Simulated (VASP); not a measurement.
Runs of VASP 6.6.1 on Al2Cu. The structure is that of space group I4/mcm (No. 140), or close to it. The cells are those of the table. 

| cell | further INCAR settings | gap on the mesh (eV) | pressure (GPa) | largest force (eV/Å) |
| --- | --- | --- | --- | --- |
| a = 4.682 Å, angles 105.1, 105.1, 118.6°, 6 atoms | ALGO = Fast; EDIFF = 1e-07; NBANDS = 26 | none | 16.3 | (a) |
| a = 4.670 Å, angles 104.0, 104.0, 121.2°, 6 atoms | ALGO = Fast; EDIFF = 1e-06; NBANDS = 26 | none | 19.9 | 0.18 |
| a = 4.657 Å, angles 104.6, 104.6, 119.6°, 6 atoms | ALGO = Fast; EDIFF = 1e-07; NBANDS = 26 | none | 19.9 | 0.04 |
| a = 4.633 Å, angles 104.2, 104.2, 120.7°, 6 atoms | ALGO = Fast; EDIFF = 1e-06; NBANDS = 26 | none | (b) | 0.16 |
| a = 4.682 Å, angles 104.2, 104.2, 120.7°, 6 atoms | ALGO = Fast; EDIFF = 1e-07; NBANDS = 26 | none | 17.9 | (c) |

Alike in all rows: task single point; level PBEsol; potentials or basis VASP PAW PBE potentials, release 64 (Al, Cu); no spin polarisation; k mesh 10 × 10 × 10; cutoff (eV) 520; smearing gaussian 0.15 eV.

**Question.** Fill in the values left out.

**Answer.** (a) 0.07; (b) 24.1; (c) 0.12.

Caveats: the PAW data sets were made with another functional, which shifts forces and pressure a little.

A gap of «none» marks levels without a gap at the run's occupations.
